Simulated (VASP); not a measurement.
# Ge (I4_1/amd) in VASP: a series of runs

Ge is run at these levels: PBE; tasks: single point.

Program: VASP 6.6.1. These are calculated values, not measurements. Logs are shortened: lines on timing, memory, paths and dates and some standing lists are left out, and cuts for length are marked.

## Step 1: The cell of the first run

It takes space group I4_1/amd (No. 141, tetragonal). The conventional cell has a = 4.201 Å, b = 4.201 Å, c = 5.516 Å, α = 90.00°, β = 90.00°, γ = 90.00°. Ge (site symmetry -4m2) has 4 Ge at 2.51 Å within 3.3 Å.

## Step 2: Single point, PBE (strain +0.050 along x and y, -0.025 along z)

INCAR reads:

```
ALGO = Normal ; EDIFF = 1E-6
ENCUT = 520 ; GGA = PE
ISIF = 2 ; ISMEAR = 0
LASPH = True ; LCHARG = False
LREAL = False ; LWAVE = False
NBANDS = 21 ; NELM = 100
PREC = Accurate ; SIGMA = 0.15
```

KPOINTS reads:

```
k-points
0
Gamma
  14 14 14
```

POSCAR reads:

```
Ge
1.0
    0.0000000000      2.9702085000      2.7580507500
    2.9702085000      0.0000000000      2.7580507500
    2.9702085000      2.9702085000      0.0000000000
Ge
2
Direct
    0.5000000000      0.5000000000      0.5000000000
    0.7500000000      0.7500000000      0.7500000000
```

Potentials or basis: VASP PAW PBE potentials, release 64 (Ge_d).

The run is started by

```console
> cat potpaw_PBE.64/Ge_d/POTCAR > POTCAR
> mpirun -np 1 vasp_std > vasp.out
```

OUTCAR:

```text
EDIFF = 1E-6
   ENCUT = 520
   GGA = PE
   ISIF = 2
   ISMEAR = 0
   LASPH = True
   LREAL = False
   NELM = 100
   PREC = Accurate

 ion  position               nearest neighbor table
   1  0.500  0.500  0.500-   2 2.51   2 2.51   2 2.51   2 2.51
   2  0.750  0.750  0.750-   1 2.51   1 2.51   1 2.51   1 2.51

  LATTYP: Found a body centered tetragonal cell.
 ALAT       =     4.2005091438
 C/A-ratio  =     1.3131983079

  Lattice vectors:

 A1 = (   0.0000000000,  -2.9702085000,  -2.7580507500)
 A2 = (   0.0000000000,   2.9702085000,  -2.7580507500)
 A3 = (   2.9702085000,   0.0000000000,   2.7580507500)

Analysis of symmetry for initial positions (statically):
=====================================================================
 Subroutine PRICEL returns:
 Original cell was already a primitive cell.

 Routine SETGRP: Setting up the symmetry group for a
 body centered tetragonal supercell.

 Subroutine GETGRP returns: Found 16 space group operations
 (whereof  8 operations were pure point group operations)
 out of a pool of 16 trial point group operations.

The static configuration has the point symmetry D_2d.
 The point group associated with its full space group is D_4h.

Analysis of symmetry for dynamics (positions and initial velocities):
=====================================================================
 Subroutine PRICEL returns:
 Original cell was already a primitive cell.

 Routine SETGRP: Setting up the symmetry group for a
 body centered tetragonal supercell.

 Subroutine GETGRP returns: Found 16 space group operations
 (whereof  8 operations were pure point group operations)
 out of a pool of 16 trial point group operations.

The dynamic configuration has the point symmetry D_2d.
 The point group associated with its full space group is D_4h.

 Subroutine INISYM returns: Found 16 space group operations
 (whereof  8 operations are pure point group operations),
 and found     1 'primitive' translations

----------------------------------------------------------------------------------------

                                     Primitive cell

  volume of cell :      48.6638

  direct lattice vectors                    reciprocal lattice vectors
     0.000000000  2.970208500  2.758050750    -0.168338351  0.168338351  0.181287455
     2.970208500  0.000000000  2.758050750     0.168338351 -0.168338351  0.181287455
     2.970208500  2.970208500  0.000000000     0.168338351  0.168338351 -0.181287455

  length of vectors
     4.053268123  4.053268123  4.200509144     0.299233591  0.299233591  0.299233591

  position of ions in fractional coordinates (direct lattice)
     0.500000000  0.500000000  0.500000000
     0.750000000  0.750000000  0.750000000

  ion indices of the primitive-cell ions
   primitive index   ion index
                 1           1
                 2           2

----------------------------------------------------------------------------------------

 KPOINTS: k-points

Automatic generation of k-mesh.
 Grid dimensions read from file:
 generate k-points for:   14   14   14

 Generating k-lattice:

  Cartesian coordinates                     Fractional coordinates (reciprocal lattice)
    -0.012024168  0.012024168  0.012949104     0.071428571  0.000000000  0.000000000
     0.012024168 -0.012024168  0.012949104     0.000000000  0.071428571  0.000000000
     0.012024168  0.012024168 -0.012949104     0.000000000  0.000000000  0.071428571

  Length of vectors
     0.021373828  0.021373828  0.021373828

  Shift w.r.t. Gamma in fractional coordinates (k-lattice)
     0.000000000  0.000000000  0.000000000

 Subroutine IBZKPT returns following result:
 ===========================================

 Found    244 irreducible k-points:

 Following reciprocal coordinates:
            Coordinates               Weight
  0.000000  0.000000  0.000000      1.000000
  0.071429  0.000000  0.000000      8.000000
  0.142857 -0.000000  0.000000      8.000000
  0.214286  0.000000  0.000000      8.000000
  0.285714  0.000000  0.000000      8.000000
  0.357143  0.000000  0.000000      8.000000
[... 16 lines left out ...]
  0.214286  0.142857  0.000000      8.000000
  0.285714  0.142857  0.000000      8.000000
 [... further k-points ...]
   k-points           NKPTS =    244   k-points in BZ     NKDIM =    244   number of bands    NBANDS=     21
   number of dos      NEDOS =    301   number of ions     NIONS =      2
   total plane-waves  NPLWV =  28800
   dimension x,y,z NGX =    30 NGY =   30 NGZ =   32
   dimension x,y,z NGXF=    60 NGYF=   60 NGZF=   64
   ions per type =               2
   NGX,Y,Z   is equivalent  to a cutoff of  12.30, 12.30, 12.66 a.u.
   NGXF,Y,Z  is equivalent  to a cutoff of  24.61, 24.61, 25.33 a.u.
 SYSTEM =  unknown system
   PREC   = accura    normal or accurate (medium, high low for compatibility)
   ISTART =      0    job   : 0-new  1-cont  2-samecut
   ICHARG =      2    charge: 1-file 2-atom 10-const
   ISPIN  =      1    spin polarized calculation?
   LNONCOLLINEAR =      F non collinear calculations
   LSORBIT =      F    spin-orbit coupling
   LASPH  =      T    aspherical Exc in radial PAW
   ENCUT  =  520.0 eV  38.22 Ry    6.18 a.u.   7.54  7.54  7.81*2*pi/ulx,y,z
   NELM   =    100;   NELMIN=  2; NELMDL= -5     # of ELM steps
   EDIFF  = 0.1E-05   stopping-criterion for ELM
   LREAL  =      F    real-space projection
   EDIFFG = 0.1E-04   stopping-criterion for IOM
   NSW    =      0    number of steps for IOM
   IBRION =     -1    ionic relax: 0-MD 1-quasi-New 2-CG
   NFREE  =      0    steps in history (QN), initial steepest desc. (CG)
   ISIF   =      2    stress and relaxation
   ISYM   =      2    0-nonsym 1-usesym 2-fastsym
   POTIM  = 0.5000    time-step for ionic-motion
   TEBEG  =    0.0;   TEEND  =   0.0 temperature during run
   PSTRESS=    0.0 pullay stress
   NELECT =      28.0000    total number of electrons
   NUPDOWN=      -1.0000    fix difference up-down
   EMIN   =  10.00;   EMAX   =-10.00  energy-range for DOS
   EFERMI =   0.00;   METHOD = LEGACY
   ISMEAR =     0;   SIGMA  =   0.15  broadening in eV -4-tet -1-fermi 0-gaus
   EFERMI_NEDOS =   21; number of points for ismear=-14 and -15
   IALGO  =     38    algorithm
   IMIX   =      4    mixing-type and parameters
     AMIX     =   0.40;   BMIX     =  1.00
     AMIX_MAG =   1.60;   BMIX_MAG =  1.00
  volume/ion in A,a.u.               =      24.33       164.20
  Fermi-wavevector in a.u.,A,eV,Ry     =   1.361629  2.573106 25.225659  1.854034
  Thomas-Fermi vector in A             =   2.488189
   LORBIT       =      0    0 simple, 1 ext, 2 COOP (PROOUT), +10 PAW based schemes
   GGA     = PE    functional components
   LHFCALC =     F    Hartree Fock is set to
   AEXX    =    0.0000 exact exchange contribution
   IVDW    =     0    specifies the selected vdW correction
   LEPSILON=     F    determine dielectric tensor
   LRPA    =     F    only Hartree local field effects (RPA)
 non-spin polarized calculation
 Gauss-broadening in eV      SIGMA  =   0.15
  energy-cutoff  :      520.00
  volume of cell :       48.66
 maximum number of plane-waves:      1331
   NGX = 15   NGY = 15   NGZ = 15

 number of electron      27.9999986 magnetization

 Free energy of the ion-electron system (eV)
  ---------------------------------------------------
  ext. energy  EPLUGINS =         0.00000000
  ---------------------------------------------------
  free energy    TOTEN  =        -9.00139155 eV

  energy without entropy =       -9.00011880  energy(sigma->0) =       -9.00075517

 E-fermi :   4.3135     XC(G=0):  -9.5955

 val. band max:        4.2935020914   @ k =   0.0714   0.0000   0.0714
 cond. band min:       4.3451414485   @ k =   0.0714   0.0000   0.0000
 fundamental gap:      0.0516393571
 Fermi energy:         4.3135190403

 k-point     1 :       0.0000    0.0000    0.0000
  band No.  band energies     occupation
      1     -20.4199      2.00000
      2     -20.4064      2.00000
      3     -20.4064      2.00000
      4     -20.3814      2.00000
      5     -20.3789      2.00000
      6     -20.2177      2.00000
[... 13 lines left out ...]
     20      12.9318      0.00000
     21      14.0840      0.00000

 k-point     2 :       0.0714    0.0000    0.0000
  band No.  band energies     occupation
      1     -20.4210      2.00000
      2     -20.4091      2.00000
      3     -20.4077      2.00000
      4     -20.3776      2.00000
      5     -20.3753      2.00000
      6     -20.2231      2.00000
[... 13 lines left out ...]
     20      12.6206      0.00000
     21      13.4512      0.00000

 k-point     3 :       0.1429   -0.0000    0.0000
  band No.  band energies     occupation
      1     -20.4245      2.00000
      2     -20.4140      2.00000
      3     -20.4082      2.00000
      4     -20.3694      2.00000
      5     -20.3676      2.00000
      6     -20.2313      2.00000
[... 13 lines left out ...]
     20      12.2586      0.00000
     21      12.9203      0.00000

 k-point     4 :       0.2143    0.0000    0.0000
  band No.  band energies     occupation
      1     -20.4293      2.00000
      2     -20.4182      2.00000
      3     -20.4066      2.00000
      4     -20.3607      2.00000
      5     -20.3594      2.00000
      6     -20.2390      2.00000
[... 13 lines left out ...]
     20      12.2390      0.00000
     21      12.9188      0.00000

 k-point     5 :       0.2857    0.0000    0.0000
  band No.  band energies     occupation
      1     -20.4336      2.00000
      2     -20.4210      2.00000
      3     -20.4040      2.00000
      4     -20.3533      2.00000
      5     -20.3526      2.00000
      6     -20.2452      2.00000
[... 13 lines left out ...]
     20      12.6760      0.00000
     21      13.0420      0.00000

 k-point     6 :       0.3571    0.0000    0.0000
  band No.  band energies     occupation
      1     -20.4366      2.00000
      2     -20.4225      2.00000
      3     -20.4014      2.00000
      4     -20.3482      2.00000
      5     -20.3480      2.00000
      6     -20.2494      2.00000
[... 13 lines left out ...]
     20      13.4863      0.00000
     21      13.5228      0.00000

 k-point     7 :       0.4286    0.0000    0.0000
  band No.  band energies     occupation
      1     -20.4383      2.00000
      2     -20.4231      2.00000
      3     -20.3996      2.00000
      4     -20.3454      2.00000
      5     -20.3454      2.00000
      6     -20.2517      2.00000
[... 13 lines left out ...]
     20      14.3668      0.00000
     21      14.6388      0.00000
[... 291 lines left out ...]
      1     -20.4279      2.00000
      2     -20.4190      2.00000
      3     -20.4094      2.00000
      4     -20.3627      2.00000
      5     -20.3609      2.00000
      6     -20.2387      2.00000
[... 13 lines left out ...]
     20      12.0322      0.00000
     21      12.6026      0.00000

 k-point    21 :      -0.0714    0.0714    0.0000
  band No.  band energies     occupation
      1     -20.4235      2.00000
      2     -20.4139      2.00000
      3     -20.4095      2.00000
      4     -20.3704      2.00000
      5     -20.3701      2.00000
      6     -20.2311      2.00000
[... 13 lines left out ...]
     20      12.0601      0.00000
     21      12.8245      0.00000

 k-point    22 :       0.1429    0.1429    0.0000
  band No.  band energies     occupation
      1     -20.4184      2.00000
      2     -20.4111      2.00000
      3     -20.4111      2.00000
      4     -20.3714      2.00000
      5     -20.3627      2.00000
      6     -20.2343      2.00000
[... 13 lines left out ...]
     20      12.2283      0.00000
     21      13.3007      0.00000

 k-point    23 :       0.2143    0.1429    0.0000
  band No.  band energies     occupation
      1     -20.4221      2.00000
      2     -20.4141      2.00000
      3     -20.4082      2.00000
      4     -20.3648      2.00000
      5     -20.3546      2.00000
      6     -20.2439      2.00000
[... 13 lines left out ...]
     20      12.9815      0.00000
     21      13.4006      0.00000

 k-point    24 :       0.2857    0.1429    0.0000
  band No.  band energies     occupation
      1     -20.4295      2.00000
      2     -20.4175      2.00000
      3     -20.4006      2.00000
      4     -20.3568      2.00000
      5     -20.3467      2.00000
      6     -20.2521      2.00000
[... 13 lines left out ...]
     20      13.4820      0.00000
     21      13.7077      0.00000

 [... further k-points ...]
[... 5 lines left out ...]
  --------------------------------------------------------------------------------------
  -------------------------------------------------------------------------------------
  Total       -0.7562822     -0.7562822      0.5214883      0.0000000     -0.0000000      0.0000000
  in kB      -24.8993676    -24.8993676     17.1691599      0.0000000     -0.0000000      0.0000000
  external PRESSURE =     -10.8765251 kB  Pullay stress =       0.0000000 kB

 VOLUME and BASIS-vectors are now :
 -----------------------------------------------------------------------------
  energy-cutoff  :      520.00
  volume of cell :       48.66
      direct lattice vectors                 reciprocal lattice vectors
     0.000000000  2.970208500  2.758050750    -0.168338351  0.168338351  0.181287455
     2.970208500  0.000000000  2.758050750     0.168338351 -0.168338351  0.181287455
     2.970208500  2.970208500  0.000000000     0.168338351  0.168338351 -0.181287455

 POSITION                                       TOTAL-FORCE (eV/Angst)
 -----------------------------------------------------------------------------------
      2.97021      2.97021      2.75805         0.000000      0.000000      0.000000
      4.45531      4.45531      4.13708        -0.000000     -0.000000     -0.000000
 -----------------------------------------------------------------------------------
    total drift:                                0.000000     -0.000000     -0.000000

  FREE ENERGIE OF THE ION-ELECTRON SYSTEM (eV)
  ---------------------------------------------------
  free  energy   TOTEN  =        -9.0013915497 eV

  energy  without entropy=       -9.0001187977  energy(sigma->0) =       -9.00075517
```

Run time: 90 s. Hardware: 1 thread of Intel Xeon 6975P-C (Granite Rapids), shared host; peak memory 0.31 GiB.

Results:

```
Free energy            : -9.0014 eV
Pressure               : -1.1 GPa
Band gap on the k mesh : zero (band 14 reaches 4.35 eV, above the bottom of band 15 at 4.21 eV)
```

Caveat: the cell differs from its parent crystal (strain +0.050 along x and y, -0.025 along z).

## Step 3: Single point, PBE (strain +0.050 along x and y, +0.000 along z)

INCAR reads:

```
SYSTEM = Ge
ALGO = Normal ; EDIFF = 1E-6
ENCUT = 520 ; GGA = PE
ISIF = 2 ; ISMEAR = 0
LASPH = .True. ; LCHARG = .False.
LREAL = .False. ; LWAVE = .False.
NBANDS = 21 ; NELM = 60
PREC = Accurate ; SIGMA = 0.15
```

KPOINTS reads:

```
k-points
0
Gamma
  14 14 14
  0 0 0
```

POSCAR reads:

```
Ge
1.0
    0.0000000000      2.9702085000      2.8287700000
    2.9702085000      0.0000000000      2.8287700000
    2.9702085000      2.9702085000      0.0000000000
Ge
2
Direct
    0.5000000000      0.5000000000      0.5000000000
    0.7500000000      0.7500000000      0.7500000000
```

Potentials or basis: VASP PAW PBE potentials, release 64 (Ge_d).

The run is started by

```console
> cat potpaw_PBE.64/Ge_d/POTCAR > POTCAR
> mpirun -np 1 vasp_std > vasp.out
```

Wall time 63 s (1 thread of Intel Xeon 6975P-C (Granite Rapids), shared host); peak memory 0.32 GiB.

It converged, with:

- Free energy: -9.0070 eV
- Pressure: -2.3 GPa
- Band gap on the k mesh: zero (band 14 reaches 4.08 eV, above the bottom of band 15 at 3.96 eV)

Stress tensor (GPa, compression positive):
```
-3.29  0.00  0.00
 0.00 -3.29  0.00
 0.00  0.00 -0.45
```

Levels at points of the mesh, in eV from the Fermi level:
| k point | band 12 | band 13 | band 14 | band 15 | band 16 | band 17 |
| --- | --- | --- | --- | --- | --- | --- |
| (0.00, 0.00, 0.00) | -0.81 | -0.08 | -0.08 | 0.26 | 2.39 | 2.63 |
| (0.50, 0.00, 0.00) | -7.15 | -1.42 | -1.03 | -0.09 | 3.60 | 3.88 |
| (0.50, 0.50, 0.00) | -8.38 | -2.91 | -2.91 | 0.67 | 0.67 | 8.79 |
| (0.50, 0.00, 0.50) | -8.57 | -2.60 | -2.60 | 1.02 | 1.02 | 8.63 |

Caveat: the cell differs from its parent crystal (strain +0.050 along x and y, +0.000 along z).
